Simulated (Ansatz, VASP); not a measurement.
Si2Mo in VASP and in Ansatz

INCAR

```
ALGO = Normal
EDIFF = 1E-8
ENCUT = 520
GGA = PS
ISIF = 2
ISMEAR = -1
LASPH = T
LCHARG = F
LEFG = T
LREAL = F
LWAVE = F
NBANDS = 18
NELM = 100
PREC = Accurate
SIGMA = 0.08
```

File KPOINTS:

```
k-points
0
Gamma
  16 16 16
```

The input POSCAR:

```
Si2Mo
1.0
   -1.5783757276      1.5783757276      3.8773786233
    1.5783757276     -1.5783757276      3.8773786233
    1.5783757276      1.5783757276     -3.8773786233
Si Mo
2 1
Direct
    0.3330000000      0.3330000000      0.0000000000
    0.6670000000      0.6670000000      0.0000000000
    0.0000000000      0.0000000000      0.0000000000
```

Input for Ansatz:

```yaml
crystal:
  lattice:
    - [-1.5783757276, 1.5783757276, 3.8773786233]
    - [1.5783757276, -1.5783757276, 3.8773786233]
    - [1.5783757276, 1.5783757276, -3.8773786233]
  atoms:
    - { symbol: Si, position: [0.333, 0.333, 0.0] }
    - { symbol: Si, position: [0.667, 0.667, 0.0] }
    - { symbol: Mo, position: [0.0, 0.0, 0.0] }
kpoints:
  mp_grid: { grid: [16, 16, 16] }
scf:
  occupations: { method: fermi_dirac, width: 0.08 }
hamiltonian:
  xc: pbesol
  pseudopotentials: { kind: all_electron, datasets: crystal }
output:
  forces: true
  stress: true
  eigenvalues: true
  efg: { contact_densities: true }
```

Change from the starting cell: volume scaled by 0.96, crystal datasets.

Alike in both runs: task electric field gradients; functional PBEsol; k mesh 16 × 16 × 16; occupations fermi-dirac, width 0.08 eV; no spin polarisation.

```csv
,VASP,Ansatz
version,VASP 6.6.1,Ansatz 0.2.0
potentials or method,"VASP PAW PBE potentials, release 64 (Si, Mo_sv), cutoff 520 eV","all-electron PAW with datasets made for the crystal, scalar-relativistic"
```

VASP gave:

- pressure (GPa): 7.1
- rms of the force components (eV/Å): 0.122
- size of Vzz on the site where it differs most (V/Å²): 64.0

Task: Which values does Ansatz return?

Result: Pressure (GPa): 6.7; rms of the force components (eV/Å): 0.124; size of Vzz on the site where it differs most (V/Å²): 65.0.

VASP's potentials were made for PBE, not for PBEsol. Atom by atom the forces differ by 0.002 eV/Å (rms over components). Ansatz ran all-electron here, and VASP with PAW potentials.
